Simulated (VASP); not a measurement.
## KF: single point with B3LYP

KF:

```xyz
2
Lattice="0.0000 2.6735 2.6735 2.6735 0.0000 2.6735 2.6735 2.6735 0.0000" Properties=species:S:1:pos:R:3 pbc="T T T"
K     0.0000    0.0000    0.0000
F     2.6735    2.6735    2.6735
```

```
Program                            : VASP 6.6.1
Task                               : single point
Functional                         : B3LYP
Potentials or basis                : VASP PAW PBE potentials, release 64 (K_sv, F)
Cutoff                             : 520 eV
k mesh                             : 4 × 4 × 4
Occupations                        : gaussian, width 0.05 eV
Spin                               : no spin polarisation
Dipole correction                  : no
Grid for exact exchange (PRECFOCK) : Normal
Further INCAR settings             : ALGO = Normal; EDIFF = 1e-06; NBANDS = 15
Share of exact exchange            : 0.2
```

- Pressure: 0.9 GPa
- Band gap on the k mesh: 8.39 eV

Levels at points of the mesh, in eV from the valence-band top:
| k point | band 4 | band 5 | band 6 | band 7 | band 8 | band 9 | band 10 | band 11 | band 12 | band 13 |
| --- | --- | --- | --- | --- | --- | --- | --- | --- | --- | --- |
| (0.00, 0.00, 0.00) | -9.43 | -9.43 | 0.00 | 0.00 | 0.00 | 8.39 | 13.17 | 13.17 | 13.17 | 14.99 |
| (0.50, 0.00, 0.00) | -9.46 | -9.46 | -0.79 | -0.35 | -0.35 | 11.42 | 12.91 | 14.68 | 14.68 | 17.12 |
| (0.50, 0.50, 0.00) | -9.65 | -9.65 | -0.20 | -0.05 | -0.05 | 10.54 | 12.77 | 14.17 | 16.37 | 17.02 |

Wall time 5.5 min on 1 thread of AMD EPYC 7R43 64-Core Processor (Zen 3), on a shared host, peak memory 0.13 GiB.

Caveat: the k points lie up to 0.51 Å⁻¹ apart; the PAW data sets were made with another functional, which shifts forces and pressure a little.
